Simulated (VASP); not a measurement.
# Bi (P6_3/mmc) in VASP: a series of runs, part 2 of 2

VASP 6.6.1. The steps go on from the part before.

## Step 4: Single point, r2SCAN (strain +0.000 along x and y, +0.015 along z)

Contents of POSCAR:

```
Bi
1.0
    4.5390002997      0.0000000000      0.0000000000
   -2.2695001499      3.9308895673      0.0000000000
    0.0000000000      0.0000000000     12.0064350000
Bi
2
Direct
    0.3333333333      0.6666666667      0.2500000000
    0.6666666667      0.3333333333      0.7500000000
```

Contents of INCAR.step1:

```
PREC = Accurate
ENCUT = 520
ISMEAR = 0
SIGMA = 0.15
LREAL = F
LASPH = T
NELM = 80
NBANDS = 22
GGA = PE
ALGO = Normal
EDIFF = 1E-4
LWAVE = T
LCHARG = F
```

Contents of INCAR.step2:

```
PREC = Accurate
ENCUT = 520
EDIFF = 1E-7
ISMEAR = 0
SIGMA = 0.15
LREAL = F
LASPH = T
NELM = 80
ALGO = Normal
ISIF = 2
LWAVE = F
LCHARG = F
METAGGA = R2SCAN
LMIXTAU = T
NBANDS = 22
ISTART = 1
```

Contents of KPOINTS:

```
Automatic mesh
0
Gamma
  12 12 4
```

Potentials or basis: VASP PAW PBE potentials, release 64 (Bi_d).

Launch:

```sh
$ cat potpaw_PBE.64/Bi_d/POTCAR > POTCAR
$ cp INCAR.step1 INCAR
$ mpirun -np 1 vasp_std > vasp.out
$ cp INCAR.step2 INCAR
$ mpirun -np 1 vasp_std > vasp.out
```

OUTCAR:

```text
PREC = Accurate
   ENCUT = 520
   EDIFF = 1E-7
   ISMEAR = 0
   LREAL = F
   LASPH = T
   NELM = 80
   ISIF = 2
   METAGGA = R2SCAN
   ISTART = 1

 ion  position               nearest neighbor table
   1  0.333  0.667  0.250-
   2  0.667  0.333  0.750-

  LATTYP: Found a hexagonal cell.
 ALAT       =     4.5390002997
 C/A-ratio  =     2.6451716694

  Lattice vectors:

 A1 = (   4.5390002997,   0.0000000000,   0.0000000000)
 A2 = (  -2.2695001499,   3.9308895673,   0.0000000000)
 A3 = (   0.0000000000,   0.0000000000,  12.0064350000)

Analysis of symmetry for initial positions (statically):
=====================================================================
 Subroutine PRICEL returns:
 Original cell was already a primitive cell.

 Routine SETGRP: Setting up the symmetry group for a
 hexagonal supercell.

 Subroutine GETGRP returns: Found 24 space group operations
[... 160 lines left out ...]
 Free energy of the ion-electron system (eV)
  ---------------------------------------------------
  ext. energy  EPLUGINS =         0.00000000
  ---------------------------------------------------
  free energy    TOTEN  =      -111.87769746 eV

  energy without entropy =     -111.78509160  energy(sigma->0) =     -111.83139453

 E-fermi :  -1.2732     XC(G=0):  -5.5827

 val. band max:       -1.2738954047   @ k =   0.2500   0.0833   0.0000
 cond. band min:      -1.2632408681   @ k =   0.3333   0.0833   0.5000
 fundamental gap:      0.0106545366
 Fermi energy:        -1.2732483401

 k-point     1 :       0.0000    0.0000    0.0000
  band No.  band energies     occupation
      1     -24.7756      2.00000
      2     -24.7756      2.00000
      3     -24.7756      2.00000
      4     -24.7756      2.00000
      5     -24.7430      2.00000
      6     -24.7430      2.00000
[... 589 lines left out ...]
     21       4.7710      0.00000
     22       5.0568      0.00000

 [... further k-points ...]

------------------------ aborting loop because EDIFF is reached ----------------------------------------

  FORCE on cell =-STRESS in cart. coord.  units (eV):
  Direction    XX          YY          ZZ          XY          YZ          ZX
  --------------------------------------------------------------------------------------
  -------------------------------------------------------------------------------------
  Total       -6.5957546     -6.5957546     -0.5428732      0.0000000      0.0000000      0.0000000
  in kB      -49.3298665    -49.3298665     -4.0601665      0.0000000      0.0000000      0.0000000
  external PRESSURE =     -34.2399665 kB  Pullay stress =       0.0000000 kB

 VOLUME and BASIS-vectors are now :
 -----------------------------------------------------------------------------
  energy-cutoff  :      520.00
  volume of cell :      214.22
      direct lattice vectors                 reciprocal lattice vectors
     4.539000300  0.000000000  0.000000000     0.220312830  0.127197672  0.000000000
    -2.269500150  3.930889567  0.000000000     0.000000000  0.254395343  0.000000000
     0.000000000  0.000000000 12.006435000     0.000000000  0.000000000  0.083288670

 POSITION                                       TOTAL-FORCE (eV/Angst)
 -----------------------------------------------------------------------------------
     -0.00000      2.62059      3.00161        -0.000000      0.000000      0.000000
      2.26950      1.31030      9.00483         0.000000     -0.000000      0.000000
 -----------------------------------------------------------------------------------
    total drift:                               -0.000000      0.000000      0.000000

  FREE ENERGIE OF THE ION-ELECTRON SYSTEM (eV)
  ---------------------------------------------------
  free  energy   TOTEN  =      -111.8776974583 eV

  energy  without entropy=     -111.7850916050  energy(sigma->0) =     -111.83139453
```

OUTCAR.step1:

```text
PREC = Accurate
   ENCUT = 520
   ISMEAR = 0
   LREAL = F
   LASPH = T
[... 824 lines left out ...]
 -----------------------------------------------------------------------------------
     -0.00000      2.62059      3.00161         0.000000     -0.000000     -0.000000
      2.26950      1.31030      9.00483        -0.000000      0.000000      0.000000
 -----------------------------------------------------------------------------------
    total drift:                               -0.000000      0.000000      0.000000

  FREE ENERGIE OF THE ION-ELECTRON SYSTEM (eV)
  ---------------------------------------------------
  free  energy   TOTEN  =        -3.2462063024 eV

  energy  without entropy=       -3.1526762800  energy(sigma->0) =       -3.19944129
```

OSZICAR.step1:

```text
N       E                     dE             d eps       ncg     rms          rms(c)
DAV:   1     0.262022227490E+03    0.26202E+03   -0.14307E+04  2740   0.116E+03
DAV:   2     0.168650380229E+02   -0.24516E+03   -0.24111E+03  2772   0.318E+02
DAV:   3    -0.257456654727E+01   -0.19440E+02   -0.19174E+02  2994   0.116E+02
DAV:   4    -0.322605750893E+01   -0.65149E+00   -0.64936E+00  3104   0.234E+01
DAV:   5    -0.325088126701E+01   -0.24824E-01   -0.24823E-01  3522   0.420E+00    0.761E-01
DAV:   6    -0.324194738413E+01    0.89339E-02   -0.33217E-02  3070   0.135E+00    0.488E-01
DAV:   7    -0.324490186443E+01   -0.29545E-02   -0.38211E-02  2856   0.120E+00    0.116E-01
DAV:   8    -0.324591056400E+01   -0.10087E-02   -0.26922E-03  2772   0.602E-01    0.486E-02
DAV:   9    -0.324608531508E+01   -0.17475E-03   -0.98451E-05  2088   0.709E-02    0.252E-02
DAV:  10    -0.324620199059E+01   -0.11668E-03   -0.14477E-04  2136   0.625E-02    0.269E-03
DAV:  11    -0.324620630243E+01   -0.43118E-05   -0.59279E-06  1590   0.223E-02
   1 F= -.32462063E+01 E0= -.31994413E+01  d E =-.935300E-01
```

Run time: 23 min. Hardware: 1 thread of Oxide Virtual Turin-like, shared host; peak memory 0.48 GiB.

What came out:

* Free energy: -111.8777 eV
* Pressure: -3.4 GPa
* Band gap on the k mesh: zero (bands 15 and 16 overlap by 2.27 eV)

Stress tensor (GPa, compression positive):
```
-4.93  0.00  0.00
 0.00 -4.93  0.00
 0.00  0.00 -0.41
```

Caveat: the cell differs from its parent crystal (strain +0.000 along x and y, +0.015 along z); the cell stands under tension; the PAW data sets were made with another functional, which shifts forces and pressure a little; spin-orbit coupling is left out, which moves the levels of the heavy elements.

## Step 5: Overview

```tsv
cell	gap on the mesh (eV)	pressure (GPa)
a = 4.539, b = 4.539, c = 12.184 Å, angles 90.0, 90.0, 120.0°, 2 atoms	none	-3.4
a = 4.607, b = 4.607, c = 11.829 Å, angles 90.0, 90.0, 120.0°, 2 atoms	none	-3.3
a = 4.539, b = 4.539, c = 12.006 Å, angles 90.0, 90.0, 120.0°, 2 atoms	none	-3.4
```

Alike in all rows: task single point; level r2SCAN; potentials or basis VASP PAW PBE potentials, release 64 (Bi_d); no spin polarisation; k mesh 12 × 12 × 4; cutoff (eV) 520; smearing gaussian 0.15 eV.

Caveats: the cell stands under tension; the PAW data sets were made with another functional, which shifts forces and pressure a little; spin-orbit coupling is left out, which moves the levels of the heavy elements.

Absolute energies hang on the potentials; compare differences alone.

The gap in the log of VASP goes by the Fermi energy; the results here count the filled bands.